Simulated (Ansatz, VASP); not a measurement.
**Al19Si: VASP beside Ansatz**

```
CELL_PARAMETERS angstrom
5.63360 0.00000 0.00000
-2.81680 4.87884 0.00000
0.00000 0.00000 21.19964
ATOMIC_POSITIONS crystal
Al 0.00000 0.00000 0.28267
Al 0.99754 0.49877 0.28212
Al 0.50123 0.00246 0.28212
Al 0.50123 0.49877 0.28212
Al 0.33586 0.16793 0.39254
Al 0.33333 0.66667 0.39236
Al 0.83207 0.16793 0.39254
Al 0.83207 0.66414 0.39254
Al 0.66666 0.83333 0.50000
Al 0.16667 0.33334 0.50000
Al 0.16667 0.83333 0.50000
Al 0.99747 0.49873 0.60745
Al 0.00000 0.00000 0.60762
Al 0.50127 0.49873 0.60745
Al 0.50127 0.00253 0.60745
Al 0.33333 0.66667 0.71735
Al 0.33579 0.16790 0.71790
Al 0.83210 0.66421 0.71790
Al 0.83210 0.16790 0.71790
Si 0.66667 0.33333 0.50000
```

Alike in both runs: functional LDA; k mesh 6 × 6 × 1; occupations methfessel-paxton of order 1, width 0.1 eV; no spin polarisation.

Ansatz relaxed the structure, and its values are those at the end. VASP's run is a single point on that final structure, the one shown.

|  | VASP | Ansatz |
| --- | --- | --- |
| version | VASP 6.6.1 | Ansatz 0.2.0 |
| potentials or method | VASP PAW LDA potentials, release 64 (Al, Si), cutoff 400 eV | scalar-relativistic, plane waves, PAW |
| valence electrons in the cell | 61 | 61 |

```csv
,VASP,Ansatz,Ansatz less VASP
gap on the k mesh at the Fermi level (eV),none,none,-
rms of the force components (eV/Å),0.018,0.018,+0.0004
```

Ansatz warns that its potentials were made for another functional, while VASP's fit it. LDA's correlation is that of Perdew and Zunger in VASP and of Perdew and Wang (1992) in Ansatz. A gap of «none» marks a metal or a gap that the smearing closes. Ansatz's warnings: structure snapped to symmetry, vacuum density over bound.
